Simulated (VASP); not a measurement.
Input of a VASP 6.6.1 run:

File INCAR:

```
SYSTEM = CeHf3O8
  PREC = Accurate
  ENCUT = 520
  EDIFF = 1E-7
  ISMEAR = 0
  SIGMA = 0.1
  LREAL = .FALSE.
  LASPH = .TRUE.
  NELM = 100
  ALGO = Normal
  ISIF = 2
  LWAVE = .FALSE.
  LCHARG = .FALSE.
  GGA = PE
  NBANDS = 57
```

File KPOINTS:

```
Automatic mesh
0
G
  4 4 4
  0 0 0
```

POSCAR

```
CeHf3O8
1.0
    3.8367029364     -3.5482420051      0.0000000000
    3.8367029364      3.5482420051      0.0000000000
   -0.2740102082      0.0000000000      5.3634061619
Ce Hf O
1 3 8
Direct
    0.5019364827      0.5019364827      0.4832599308
    0.5304409686      0.0242218062      0.9894716706
    0.0242218062      0.5304409686      0.9894716706
    0.0095314641      0.0095314641      0.5472688560
    0.6899060373      0.6899060373      0.1608273035
    0.2573004378      0.2573004378      0.1837691459
    0.7737521112      0.2591293311      0.8125608213
    0.2591293311      0.7737521112      0.8125608213
    0.2591014109      0.2591014109      0.7070995084
    0.7704866114      0.7704866114      0.7044802420
    0.1752613089      0.7452774646      0.3040826958
    0.7452774646      0.1752613089      0.3040826958
```

Potentials or basis: VASP PAW PBE potentials, release 64 (Ce, Hf_pv, O).

Command:

```bash
$ cat potpaw_PBE.64/Ce/POTCAR potpaw_PBE.64/Hf_pv/POTCAR potpaw_PBE.64/O/POTCAR > POTCAR
$ mpirun -np 1 vasp_std > vasp.out
```

Predict the pressure.

-1.2 GPa.

Estimate the largest force.

0.167 eV/Å.

Estimate the band gap on the k mesh.

1.85 eV (least direct gap 1.92 eV).

Stress tensor (GPa, compression positive):
```
-0.74  0.00 -0.42
 0.00 -1.77  0.00
-0.42  0.00 -0.99
```

Caveat: spin-orbit coupling is left out, which moves the levels of the heavy elements; semilocal functionals describe open f shells poorly, which spoils levels, moments and volumes. A k mesh can miss the band edges.
